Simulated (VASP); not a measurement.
# SnO (P4/nmm) in VASP: further runs, part 2 of 2

VASP 6.6.1.

## (4) Single point, PBE+D3(BJ)

This run uses another cell than the first one, of 17.51 Å³/atom.

INCAR

```
SYSTEM = SnO
PREC = Accurate ; ENCUT = 520
EDIFF = 1E-6 ; ISMEAR = 0
SIGMA = 0.1 ; LREAL = .False.
LASPH = .True. ; NELM = 60
ALGO = Normal ; ISIF = 2
LWAVE = .False. ; LCHARG = .False.
GGA = PE ; IVDW = 12
NBANDS = 28
```

KPOINTS

```
regular mesh
0
Gamma
  4 4 4
  0 0 0
```

POSCAR

```
SnO
1.0
    3.8365550865      0.0000000000      0.0000000000
    0.0000000000      3.8365550865      0.0000000000
    0.0000000000      0.0000000000      4.7594503556
Sn O
2 2
Direct
    0.5000000000      0.0000000000      0.2434679931
    0.0000000000      0.5000000000      0.7565320069
    0.0000000000      0.0000000000      0.0000000000
    0.5000000000      0.5000000000      0.0000000000
```

Potentials or basis: VASP PAW PBE potentials, release 64 (Sn_d, O).

On the command line:

```sh
> cat potpaw_PBE.64/Sn_d/POTCAR potpaw_PBE.64/O/POTCAR > POTCAR
> mpirun -np 1 vasp_std > vasp.out
```

OUTCAR:

```text
SYSTEM = SnO
   PREC = Accurate
   ENCUT = 520
   EDIFF = 1E-6
   ISMEAR = 0
   LREAL = .False.
   LASPH = .True.
   NELM = 60
   ISIF = 2
   GGA = PE
   IVDW = 12
 IVDW          = 12

 ion  position               nearest neighbor table
   1  0.500  0.000  0.243-   3 2.24   4 2.24   4 2.24   3 2.24   2 3.57   2 3.57   2 3.57   2 3.57
                             2 3.65   2 3.65   2 3.65   2 3.65
   2  0.000  0.500  0.757-   3 2.24   4 2.24   3 2.24   4 2.24   1 3.57   1 3.57   1 3.57   1 3.57
                             1 3.65   1 3.65   1 3.65   1 3.65
   3  0.000  0.000  0.000-   1 2.24   2 2.24   2 2.24   1 2.24
   4  0.500  0.500  0.000-   1 2.24   2 2.24   1 2.24   2 2.24

  LATTYP: Found a simple tetragonal cell.
 ALAT       =     3.8365550865
 C/A-ratio  =     1.2405531130

  Lattice vectors:

 A1 = (   3.8365550865,   0.0000000000,   0.0000000000)
 A2 = (   0.0000000000,   3.8365550865,   0.0000000000)
 A3 = (   0.0000000000,   0.0000000000,   4.7594503556)

Analysis of symmetry for initial positions (statically):
=====================================================================
 Subroutine PRICEL returns:
 Original cell was already a primitive cell.

 Routine SETGRP: Setting up the symmetry group for a
 simple tetragonal supercell.

 Subroutine GETGRP returns: Found 16 space group operations
 (whereof  8 operations were pure point group operations)
 out of a pool of 16 trial point group operations.

The static configuration has the point symmetry D_2d.
 The point group associated with its full space group is D_4h.

Analysis of symmetry for dynamics (positions and initial velocities):
=====================================================================
 Subroutine PRICEL returns:
 Original cell was already a primitive cell.

 Routine SETGRP: Setting up the symmetry group for a
 simple tetragonal supercell.

 Subroutine GETGRP returns: Found 16 space group operations
 (whereof  8 operations were pure point group operations)
 out of a pool of 16 trial point group operations.

The dynamic configuration has the point symmetry D_2d.
 The point group associated with its full space group is D_4h.

 Subroutine INISYM returns: Found 16 space group operations
 (whereof  8 operations are pure point group operations),
 and found     1 'primitive' translations

----------------------------------------------------------------------------------------

                                     Primitive cell

  volume of cell :      70.0551

  direct lattice vectors                    reciprocal lattice vectors
     3.836555087  0.000000000  0.000000000     0.260650500  0.000000000  0.000000000
     0.000000000  3.836555087  0.000000000     0.000000000  0.260650500  0.000000000
     0.000000000  0.000000000  4.759450356     0.000000000  0.000000000  0.210108295

  length of vectors
     3.836555087  3.836555087  4.759450356     0.260650500  0.260650500  0.210108295

  position of ions in fractional coordinates (direct lattice)
     0.500000000  0.000000000  0.243467993
     0.000000000  0.500000000  0.756532007
     0.000000000  0.000000000  0.000000000
     0.500000000  0.500000000  0.000000000

  ion indices of the primitive-cell ions
   primitive index   ion index
                 1           1
                 2           2
                 3           3
                 4           4

[... 30 lines left out ...]
  0.500000  0.000000  0.000000      2.000000
  0.250000  0.250000  0.000000      4.000000
  0.500000  0.250000  0.000000      4.000000
  0.500000  0.500000  0.000000      1.000000
[... 10 lines left out ...]
  0.500000  0.250000  0.500000      4.000000
  0.500000  0.500000  0.500000      1.000000
   k-points           NKPTS =     18   k-points in BZ     NKDIM =     18   number of bands    NBANDS=     28
   number of dos      NEDOS =    301   number of ions     NIONS =      4
   total plane-waves  NPLWV =  32400
   dimension x,y,z NGX =    30 NGY =   30 NGZ =   36
   dimension x,y,z NGXF=    60 NGYF=   60 NGZF=   72
   ions per type =               2   2
   NGX,Y,Z   is equivalent  to a cutoff of  13.00, 13.00, 12.57 a.u.
   NGXF,Y,Z  is equivalent  to a cutoff of  26.00, 26.00, 25.15 a.u.
 SYSTEM =  SnO
   PREC   = accura    normal or accurate (medium, high low for compatibility)
   ISTART =      0    job   : 0-new  1-cont  2-samecut
   ICHARG =      2    charge: 1-file 2-atom 10-const
   ISPIN  =      1    spin polarized calculation?
   LNONCOLLINEAR =      F non collinear calculations
   LSORBIT =      F    spin-orbit coupling
   LASPH  =      T    aspherical Exc in radial PAW
   ENCUT  =  520.0 eV  38.22 Ry    6.18 a.u.   7.13  7.13  8.85*2*pi/ulx,y,z
   NELM   =     60;   NELMIN=  2; NELMDL= -5     # of ELM steps
   EDIFF  = 0.1E-05   stopping-criterion for ELM
   LREAL  =      F    real-space projection
   EDIFFG = 0.1E-04   stopping-criterion for IOM
   NSW    =      0    number of steps for IOM
   IBRION =     -1    ionic relax: 0-MD 1-quasi-New 2-CG
   NFREE  =      0    steps in history (QN), initial steepest desc. (CG)
   ISIF   =      2    stress and relaxation
   ISYM   =      2    0-nonsym 1-usesym 2-fastsym
   POTIM  = 0.5000    time-step for ionic-motion
   TEBEG  =    0.0;   TEEND  =   0.0 temperature during run
   PSTRESS=    0.0 pullay stress
   NELECT =      40.0000    total number of electrons
   NUPDOWN=      -1.0000    fix difference up-down
   EMIN   =  10.00;   EMAX   =-10.00  energy-range for DOS
   EFERMI =   0.00;   METHOD = LEGACY
   ISMEAR =     0;   SIGMA  =   0.10  broadening in eV -4-tet -1-fermi 0-gaus
   EFERMI_NEDOS =   21; number of points for ismear=-14 and -15
   IALGO  =     38    algorithm
   IMIX   =      4    mixing-type and parameters
     AMIX     =   0.40;   BMIX     =  1.00
     AMIX_MAG =   1.60;   BMIX_MAG =  1.00
  volume/ion in A,a.u.               =      17.51       118.19
  Fermi-wavevector in a.u.,A,eV,Ry     =   1.358152  2.566534 25.096979  1.844576
  Thomas-Fermi vector in A             =   2.485009
   LORBIT       =      0    0 simple, 1 ext, 2 COOP (PROOUT), +10 PAW based schemes
   GGA     = PE    functional components
   LHFCALC =     F    Hartree Fock is set to
   AEXX    =    0.0000 exact exchange contribution
   IVDW    =    12    specifies the selected vdW correction
   LEPSILON=     F    determine dielectric tensor
   LRPA    =     F    only Hartree local field effects (RPA)
 non-spin polarized calculation
 Gauss-broadening in eV      SIGMA  =   0.10
  energy-cutoff  :      520.00
  volume of cell :       70.06
 maximum number of plane-waves:      1912
 NGX is ok and might be reduce to    30
   NGX = 15   NGY = 15   NGZ = 17

 number of electron      40.0000015 magnetization

 Free energy of the ion-electron system (eV)
  ---------------------------------------------------
  ext. energy  EPLUGINS =         0.00000000
  ---------------------------------------------------
  free energy    TOTEN  =       -22.68196837 eV

  energy without entropy =      -22.67956752  energy(sigma->0) =      -22.68076794

 E-fermi :   7.0654     XC(G=0): -10.2789

 val. band max:        6.6068013047   @ k =   0.2500   0.0000   0.0000
 cond. band min:       7.0871141493   @ k =   0.0000   0.0000   0.0000
 fundamental gap:      0.4803128446
 Fermi energy:         7.0653569574

 k-point     1 :       0.0000    0.0000    0.0000
  band No.  band energies     occupation
      1     -14.8344      2.00000
      2     -14.4420      2.00000
      3     -14.4420      2.00000
      4     -14.4316      2.00000
      5     -14.4013      2.00000
      6     -14.3947      2.00000
[... 547 lines left out ...]
     27      17.6078      0.00000
     28      17.6078      0.00000

------------------------ aborting loop because EDIFF is reached ----------------------------------------

 Edisp (eV)   -0.93954

 E8    (eV) :    -0.4077

  FORCE on cell =-STRESS in cart. coord.  units (eV):
  Direction    XX          YY          ZZ          XY          YZ          ZX
  --------------------------------------------------------------------------------------
  -------------------------------------------------------------------------------------
  Total       0.01316     0.01316     0.13790     0.00000     0.00000     0.00000
  in kB       0.30106     0.30106     3.15386     0.00000     0.00000     0.00000
  external pressure =        1.25 kB  Pullay stress =        0.00 kB

 VOLUME and BASIS-vectors are now :
 -----------------------------------------------------------------------------
  energy-cutoff  :      520.00
  volume of cell :       70.06
      direct lattice vectors                 reciprocal lattice vectors
     3.836555087  0.000000000  0.000000000     0.260650500  0.000000000  0.000000000
     0.000000000  3.836555087  0.000000000     0.000000000  0.260650500  0.000000000
     0.000000000  0.000000000  4.759450356     0.000000000  0.000000000  0.210108295

 POSITION                                       TOTAL-FORCE (eV/Angst)
 -----------------------------------------------------------------------------------
      1.91828      0.00000      1.15877        -0.000000      0.000000      0.140899
      0.00000      1.91828      3.60068         0.000000      0.000000     -0.140899
      0.00000      0.00000      0.00000         0.000000      0.000000      0.000000
      1.91828      1.91828      0.00000         0.000000     -0.000000      0.000000
 -----------------------------------------------------------------------------------
    total drift:                                0.000000      0.000000     -0.000000

  FREE ENERGIE OF THE ION-ELECTRON SYSTEM (eV)
  ---------------------------------------------------
  free  energy   TOTEN  =       -23.6215113399 eV

  energy  without entropy=      -23.6191104882  energy(sigma->0) =      -23.62031091
```

stdout:

```text
POSCAR found type information on POSCAR SnO
 POSCAR found :  2 types and       4 ions
 scaLAPACK will be used
 LDA part: xc-table for (Slater+PW92), standard interpolation
 POSCAR, INCAR and KPOINTS ok, starting setup
 FFT: planning ... GRIDC
 FFT: planning ... GRID_SOFT
 FFT: planning ... GRID
 WAVECAR not read
 entering main loop
```

It took 56 s on 1 thread of Intel Xeon 8259CL, shared host; peak memory 0.2 GiB.

What came out:

* Free energy: -23.6215 eV
* Pressure: 0.1 GPa
* Largest force: 0.141 eV/Å
* Dispersion energy per atom: -0.235 eV

Forces in eV/Å, atoms in the order of the input:
```
Sn   0.000  0.000  0.141
Sn   0.000  0.000 -0.141
O    0.000  0.000  0.000
O    0.000  0.000  0.000
```

Stress tensor (GPa, compression positive):
```
0.03 0.00 0.00
0.00 0.03 0.00
0.00 0.00 0.32
```

Caveat: the k points lie up to 0.41 Å⁻¹ apart; spin-orbit coupling is left out, which moves the levels of the heavy elements.

## (5) Summary

| cell | k mesh | pressure (GPa) | largest force (eV/Å) |
| --- | --- | --- | --- |
| a = 3.818, b = 3.818, c = 4.661 Å, 4 atoms, atomic positions A | 12 × 12 × 10 | 1.4 | 0.07 |
| a = 3.799, b = 3.799, c = 4.841 Å, 4 atoms, atomic positions B | 12 × 12 × 10 | 2.9 | 0.60 |
| a = 3.837, b = 3.837, c = 4.759 Å, 4 atoms, atomic positions C | 4 × 4 × 4 | 0.1 | 0.14 |

Alike in all rows: task single point; level PBE+D3(BJ); potentials or basis VASP PAW PBE potentials, release 64 (Sn_d, O); no spin polarisation; cutoff (eV) 520; smearing gaussian 0.1 eV.

Caveats: some runs use coarse meshes; spin-orbit coupling is left out, which moves the levels of the heavy elements; semilocal functionals underestimate gaps, so a narrow gap can read as zero (at least some runs).

Absolute energies hang on the potentials; compare differences alone.
